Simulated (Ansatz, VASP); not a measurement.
## One calculation of Sc, two programs

```
Sc
1.0
     3.20890    0.00000    0.00000
    -1.60445    2.77899    0.00000
     0.00000    0.00000    5.43800
Sc
2
Direct
  0.33333 0.66667 0.25000
  0.66667 0.33333 0.75000
```

Alike in both runs: task single point; functional PBE; k mesh 15 × 15 × 10; occupations gaussian, width 0.15 eV; no spin polarisation.

|  | VASP | Ansatz |
| --- | --- | --- |
| version | VASP 6.6.1 | Ansatz 0.2.0 |
| potentials or method | VASP PAW PBE potentials, release 64 (Sc_sv), cutoff 520 eV | scalar-relativistic, plane waves, PAW |
| valence electrons in the cell | 22 | 22 |

```csv
,VASP,Ansatz,Ansatz less VASP
gap on the k mesh at the Fermi level (eV),none,none,-
pressure (GPa),1.3,1.3,-0.03
"traceless stress, the component that is largest in VASP (GPa)",-4.00,-4.00,+0.005
```

A gap of «none» marks a metal or a gap that the smearing closes.
